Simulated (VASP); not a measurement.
**GaAs: single point with LDA**

GaAs:

```
Ga As
1.0
     3.17658    0.00000    0.00000
     0.00000    3.17658    0.00000
     0.00000    0.00000    3.17658
Ga As
1 1
Cartesian
  0.0000 0.0000 0.0000
  1.5883 1.5883 1.5883
```

| Quantity | Value |
| --- | --- |
| Program | VASP 6.6.1 |
| Task | single point |
| Functional | LDA |
| Potentials or basis | VASP PAW LDA potentials, release 64 (Ga_d, As) |
| Cutoff | 500 eV |
| k mesh | 6 × 6 × 6 |
| Occupations | gaussian, width 0.05 eV |
| Spin | no spin polarisation |

| Item | Value |
| --- | --- |
| Pressure | 9.0 GPa |
| Band gap on the k mesh | zero (bands 9 and 10 overlap by 3.55 eV) |

Levels at points of the mesh, in eV from the Fermi level:
| k point | band 5 | band 6 | band 7 | band 8 | band 9 | band 10 | band 11 | band 12 | band 13 | band 14 |
| --- | --- | --- | --- | --- | --- | --- | --- | --- | --- | --- |
| (0.00, 0.00, 0.00) | -14.81 | -14.81 | -1.16 | -0.77 | -0.77 | -0.77 | 4.78 | 4.78 | 11.41 | 11.41 |
| (0.50, 0.00, 0.00) | -14.80 | -12.37 | -9.32 | 1.71 | 1.71 | 3.53 | 4.35 | 5.11 | 5.11 | 7.26 |
| (0.50, 0.50, 0.00) | -14.73 | -9.96 | -6.13 | -6.13 | -5.01 | 2.81 | 7.88 | 7.96 | 7.96 | 9.56 |
| (0.50, 0.50, 0.50) | -14.72 | -8.68 | -3.03 | -3.03 | -3.03 | -1.84 | -0.90 | -0.90 | -0.90 | 22.65 |

Wall time 10 s on 1 thread of Intel Xeon 8259CL, with other jobs on the host, peak memory 0.13 GiB.

Caveat: the cell stands under pressure.
